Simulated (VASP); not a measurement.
Here is a VASP 6.6.1 calculation.

The input INCAR:

```
PREC = Accurate ; ENCUT = 500
EDIFF = 1E-6 ; ISMEAR = 0
SIGMA = 0.01 ; LREAL = False
LASPH = True ; NELM = 120
ALGO = Normal ; ISIF = 2
LWAVE = False ; LCHARG = False
GGA = PS ; NBANDS = 11
GGA_COMPAT = False
```

File KPOINTS:

```
Automatic mesh
0
Gamma
  6 6 6
```

POSCAR

```
AlAs
1.0
    0.0000000000      2.8018081462      2.8018081462
    2.8018081462      0.0000000000      2.8018081462
    2.8018081462      2.8018081462      0.0000000000
Al As
1 1
Direct
    0.0000000000      0.0000000000      0.0000000000
    0.2500000000      0.2500000000      0.2500000000
```

Potentials or basis: VASP PAW PBE potentials, release 64 (Al, As).

Run with:

```console
$ cat potpaw_PBE.64/Al/POTCAR potpaw_PBE.64/As/POTCAR > POTCAR
$ mpirun -np 1 vasp_std > vasp.out
```

(1) What does it give for the pressure?

(2) Predict the band gap on the k mesh.

## Answers

(1) 3.3 GPa.

(2) 1.26 eV, indirect (least direct gap 2.22 eV).

Caveat: the PAW data sets were made with another functional, which shifts forces and pressure a little.
